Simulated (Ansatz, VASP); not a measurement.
**Si3N4 in VASP and in Ansatz**

```
Si N
1.0
     7.75778    0.00000    0.00000
    -3.87889    6.71843    0.00000
     0.00000    0.00000    2.96376
Si N
6 8
Direct
  0.22771 0.82187 0.75000
  0.40584 0.22771 0.25000
  0.82187 0.59416 0.25000
  0.17813 0.40584 0.75000
  0.59416 0.77229 0.75000
  0.77229 0.17813 0.25000
  0.33333 0.66667 0.75000
  0.66667 0.33333 0.25000
  0.96593 0.66910 0.75000
  0.29683 0.96593 0.25000
  0.66910 0.70317 0.25000
  0.33090 0.29683 0.75000
  0.03407 0.33090 0.25000
  0.70317 0.03407 0.75000
```

Change from the starting cell: hydrostatic strain +2.0%.

Alike in both runs: task single point; functional r2SCAN; k mesh 6 × 6 × 8; no spin polarisation.

```csv
,VASP,Ansatz
version,VASP 6.6.1,Ansatz 0.2.0
potentials or method,"VASP PAW PBE potentials, release 64 (Si, N)","plane waves, PAW"
plane-wave cutoff (eV),520,500
occupations,"gaussian, width 0.01 eV",fixed
valence electrons in the cell,64,64
```

```tsv
	VASP	Ansatz	Ansatz less VASP
gap on the k mesh at the Fermi level (eV)	4.75	4.76	+0.007
pressure (GPa)	-13.7	-13.5	+0.15
traceless stress, the component that is largest in VASP (GPa)	-0.55	-0.52	+0.030
```

VASP's potentials were made for PBE, not for r2SCAN.
